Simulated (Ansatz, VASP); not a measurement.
## KCl in VASP and in Ansatz

Contents of INCAR:

```
SYSTEM = KCl
PREC = Accurate
ENCUT = 520
EDIFF = 1E-7
ISMEAR = 0
SIGMA = 0.05
LREAL = .False.
LASPH = .True.
NELM = 100
ALGO = Normal
ISIF = 2
LWAVE = .False.
LCHARG = .False.
GGA = PE
NBANDS = 15
```

Contents of KPOINTS:

```
regular mesh
0
Gamma
  6 6 6
  0 0 0
```

File POSCAR:

```
KCl
1.0
    3.8391960000      0.0000000000      0.0000000000
    0.0000000000      3.8391960000      0.0000000000
    0.0000000000      0.0000000000      3.9543718800
K Cl
1 1
Direct
    0.0000000000      0.0000000000      0.0000000000
    0.5000000000      0.5000000000      0.5000000000
```

Input for Ansatz:

```yaml
crystal:
  lattice:
    - [3.839196, 0.0, 0.0]
    - [0.0, 3.839196, 0.0]
    - [0.0, 0.0, 3.95437188]
  atoms:
    - { symbol: K, position: [0.0, 0.0, 0.0] }
    - { symbol: Cl, position: [0.5, 0.5, 0.5] }
basis:
  ecutwfc: 420
kpoints:
  mp_grid: { grid: [6, 6, 6] }
hamiltonian:
  xc: pbe
scf:
  occupations: { method: gaussian, width: 0.05 }
output:
  forces: true
  stress: true
  eigenvalues: true
```

Change from the starting cell: strain +0.000 along x and y, +0.030 along z, atoms carried along.

Alike in both runs: task single point; functional PBE; k mesh 6 × 6 × 6; occupations gaussian, width 0.05 eV; no spin polarisation.

|  | VASP | Ansatz |
| --- | --- | --- |
| version | VASP 6.6.1 | Ansatz 0.2.0 |
| potentials or method | VASP PAW PBE potentials, release 64 (K_sv, Cl), cutoff 520 eV | scalar-relativistic, plane waves, PAW |
| valence electrons in the cell | 16 | 16 |

```tsv
	VASP	Ansatz	Ansatz less VASP
gap on the k mesh at the Fermi level (eV)	4.62	4.62	0.000
least direct gap on the mesh (eV)	4.81	4.81	0.000
pressure (GPa)	-0.6	-0.6	0.00
traceless stress, the component that is largest in VASP (GPa)	-0.82	-0.82	-0.001
```

With one functional, cell and mesh, what is left measures potentials, basis and numerics.
